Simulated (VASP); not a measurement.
Hg:

```xyz
3
Lattice="4.6225 0.0000 0.0000 -2.3112 4.0032 0.0000 0.0000 0.0000 5.2444" Properties=species:S:1:pos:R:3 pbc="T T T"
Hg    1.0419    0.0000    1.7481
Hg   -0.5210    0.9023    3.4963
Hg    1.7903    3.1009    0.0000
```

```yaml
Program: VASP 6.6.1
Task: relaxation of cell and atoms
Functional: PBEsol
Potentials_or_basis: VASP PAW PBE potentials, release 64 (Hg)
Cutoff: 600 eV
k_mesh: 6 × 6 × 4
Occupations: gaussian, width 0.1 eV
Spin: no spin polarisation
```

At the start: pressure 7.3 GPa; volume 32.35 Å³/atom.

Question: Where does the relaxation end?

Answer: Over 20 steps the energy falls by 602.3 meV/atom and the volume is 25.71 Å³/atom (-20.5 %); space group R-3m (No. 166, to 0.05 Å).

The path:
| step | energy change (eV) | largest force (eV/Å) | pressure (GPa) | volume (Å³) |
| --- | --- | --- | --- | --- |
| 1 | 0.0000 | 3.3130 | 7.30 | 97.05 |
| 2 | -0.9310 | 0.3260 | -1.37 | 118.97 |
| 3 | -0.9287 | 0.4311 | -1.23 | 116.58 |
| 4 | -0.9311 | 0.3625 | -1.31 | 118.08 |
| 5 | -1.0023 | 0.3840 | -1.70 | 113.27 |
| 6 | -1.2566 | 0.4617 | -2.29 | 99.58 |
| 7 | -1.6998 | 0.6179 | 1.27 | 75.39 |
| 8 | -1.6689 | 0.5680 | 4.53 | 71.07 |
| 9 | -1.6996 | 0.6132 | 1.93 | 74.36 |
| 10 | -1.7485 | 0.3223 | 2.14 | 73.22 |
| 11 | -1.7566 | 0.1319 | 2.60 | 72.39 |
| 12 | -1.7882 | 0.0599 | -0.03 | 75.85 |
| 13 | -1.7883 | 0.0556 | -0.23 | 76.12 |
| 14 | -1.7926 | 0.0426 | -0.17 | 76.12 |
| 15 | -1.8003 | 0.0027 | 0.02 | 76.10 |
| 16 | -1.8022 | 0.0840 | 0.64 | 75.93 |
| 17 | -1.8043 | 0.0846 | 0.02 | 77.03 |
| 18 | -1.8043 | 0.0846 | 0.09 | 76.92 |
| 19 | -1.8053 | 0.0691 | 0.01 | 76.97 |
| 20 | -1.8068 | 0.0219 | -0.06 | 77.13 |

Final structure:
```yaml
crystal:
  lattice:
    - [4.12209, 0.00000, 0.00000]
    - [-2.06104, 3.56983, 0.00000]
    - [0.00000, 0.00000, 5.24122]
  atoms:
    - { symbol: Hg, position: [0.33468, 0.00000, 0.33333] }
    - { symbol: Hg, position: [0.00000, 0.33468, 0.66667] }
    - { symbol: Hg, position: [0.66532, 0.66532, 0.00000] }
```

Caveat: the volume moved by over 15 % at a fixed basis, so the end points are rough; the PAW data sets were made with another functional, which shifts forces and pressure a little.
